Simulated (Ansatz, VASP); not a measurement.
# NbH2 in VASP and in Ansatz

INCAR

```
SYSTEM = NbH2
  ALGO = Normal
  EDIFF = 1E-6
  EDIFFG = -0.001
  ENCUT = 600
  GGA = CA
  IBRION = 2
  ISIF = 3
  ISMEAR = -1
  LASPH = .True.
  LCHARG = .False.
  LREAL = .False.
  LWAVE = .False.
  NELM = 100
  NSW = 80
  PREC = Accurate
  SIGMA = 0.15
```

KPOINTS

```
k-points
0
Gamma
  16 16 16
  0 0 0
```

POSCAR

```
NbH2
1.0
    0.0000000000      2.2476930305      2.2476930305
    2.2476930305      0.0000000000      2.2476930305
    2.2476930305      2.2476930305      0.0000000000
Nb H
1 2
Direct
    0.0000000000      0.0000000000      0.0000000000
    0.2500000000      0.2500000000      0.2500000000
    0.7500000000      0.7500000000      0.7500000000
```

Input for Ansatz:

```yaml
crystal:
  lattice:
    - [0.0, 2.247693031, 2.247693031]
    - [2.247693031, 0.0, 2.247693031]
    - [2.247693031, 2.247693031, 0.0]
  atoms:
    - { symbol: Nb, position: [0.0, 0.0, 0.0] }
    - { symbol: H, position: [0.25, 0.25, 0.25] }
    - { symbol: H, position: [0.75, 0.75, 0.75] }
basis:
  ecutwfc: 420
kpoints:
  mp_grid: { grid: [16, 16, 16] }
hamiltonian:
  xc: lda
scf:
  occupations: { method: fermi_dirac, width: 0.15 }
output:
  forces: true
  stress: true
  eigenvalues: true
relax:
  adjacent_minimum: "off"
  f_tol: 0.001
  max_steps: 60
  cell: { stress_tol: 0.01 }
```

Alike in both runs: task relaxation of cell and atoms; functional LDA; k mesh 16 × 16 × 16; occupations fermi-dirac, width 0.15 eV; no spin polarisation.

|  | VASP | Ansatz |
| --- | --- | --- |
| version | VASP 6.6.1 | Ansatz 0.2.0 |
| potentials or method | VASP PAW LDA potentials, release 64 (Nb_sv, H), cutoff 600 eV | scalar-relativistic, plane waves, PAW |
| valence electrons in the cell | 15 | 15 |

|  | VASP | Ansatz | Ansatz less VASP |
| --- | --- | --- | --- |
| gap on the k mesh at the Fermi level, each at its own relaxed structure (eV) | none | none | - |
| relaxed volume (Å³/atom) | 7.58 | 7.58 | +0.005 |
| relaxed length of the cell vector where the two differ most in proportion (Å) | 3.180 | 3.180 | +0.0006 |

LDA's correlation is that of Perdew and Zunger in VASP and of Perdew and Wang (1992) in Ansatz. A gap of «none» marks a metal or a gap that the smearing closes.
